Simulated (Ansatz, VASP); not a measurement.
**One calculation of C, two programs**

File POSCAR:

```
C
1.0
    0.0000000000      1.7623229011      1.7623229011
    1.7623229011      0.0000000000      1.7623229011
    1.7623229011      1.7623229011      0.0000000000
C
2
Direct
    0.0000000000      0.0000000000      0.0000000000
    0.2500000000      0.2500000000      0.2500000000
```

Contents of INCAR.step1:

```
SYSTEM = C
ALGO     = Normal         ! electronic algorithm
EDIFF    = 1E-5           ! SCF threshold, eV
ENCUT    = 910            ! plane-wave cutoff, eV
GGA      = PE             ! functional
GGA_COMPAT= .False.      
ISMEAR   = 0              ! smearing method
LASPH    = .True.         ! aspherical terms in the spheres
LCHARG   = .False.        ! write CHGCAR
LREAL    = .False.        ! projectors in reciprocal space
LWAVE    = .True.         ! write WAVECAR
NBANDS   = 11             ! bands
NELM     = 120            ! most SCF steps
PREC     = Accurate       ! precision mode
SIGMA    = 0.01           ! smearing width, eV
```

Contents of INCAR.step2:

```
SYSTEM = C
ALGO     = Normal         ! electronic algorithm
EDIFF    = 1E-6           ! SCF threshold, eV
ENCUT    = 910            ! plane-wave cutoff, eV
GGA_COMPAT= .False.      
ISIF     = 2              ! what is computed and relaxed
ISMEAR   = 0              ! smearing method
ISTART   = 1            
LASPH    = .True.         ! aspherical terms in the spheres
LCHARG   = .False.        ! write CHGCAR
LMIXTAU  = .True.       
LREAL    = .False.        ! projectors in reciprocal space
LWAVE    = .False.        ! write WAVECAR
METAGGA  = R2SCAN         ! meta-GGA
NBANDS   = 11             ! bands
NELM     = 120            ! most SCF steps
PREC     = Accurate       ! precision mode
SIGMA    = 0.01           ! smearing width, eV
```

File KPOINTS:

```
k-points
0
Gamma
  12 12 12
  0 0 0
```

Input for Ansatz:

```yaml
crystal:
  lattice:
    - [0.0, 1.7623229011, 1.7623229011]
    - [1.7623229011, 0.0, 1.7623229011]
    - [1.7623229011, 1.7623229011, 0.0]
  atoms:
    - { symbol: C, position: [0.0, 0.0, 0.0] }
    - { symbol: C, position: [0.25, 0.25, 0.25] }
kpoints:
  mp_grid: { grid: [12, 12, 12] }
  band_path:
    path:
      - [0.0, 0.0, 0.0]
      - [0.5, 0.0, 0.5]
      - [0.625, 0.25, 0.625]
      - [0.375, 0.375, 0.75]
      - [0.5, 0.5, 0.5]
      - [0.5, 0.25, 0.75]
      - [0.0, 0.364583, 0.364583]
    npoints: 1
hamiltonian:
  xc: r2scan
scf:
  occupations: { method: fixed }
  n_extra_bands: 4
output:
  forces: true
  stress: true
  eigenvalues: true
  write_density: true
  write_potential: true
  elf: true
  volumetric_format: npy
```

Change from the starting cell: hydrostatic strain -1.0%.

Alike in both runs: task single point; functional r2SCAN; k mesh 12 × 12 × 12; no spin polarisation.

|  | VASP | Ansatz |
| --- | --- | --- |
| version | VASP 6.6.1 | Ansatz 0.2.0 |
| potentials or method | VASP PAW PBE potentials, release 64 (C_h) | plane waves, PAW |
| plane-wave cutoff (eV) | 910 | 500 |
| occupations | gaussian, width 0.01 eV | fixed |
| valence electrons in the cell | 8 | 8 |

|  | VASP | Ansatz | Ansatz less VASP |
| --- | --- | --- | --- |
| gap on the k mesh at the Fermi level (eV) | 4.46 | 4.46 | -0.002 |

VASP's potentials were made for PBE, not for r2SCAN.

Noted on VASP's run: the cutoff is short for stress, so the pressure is rough.
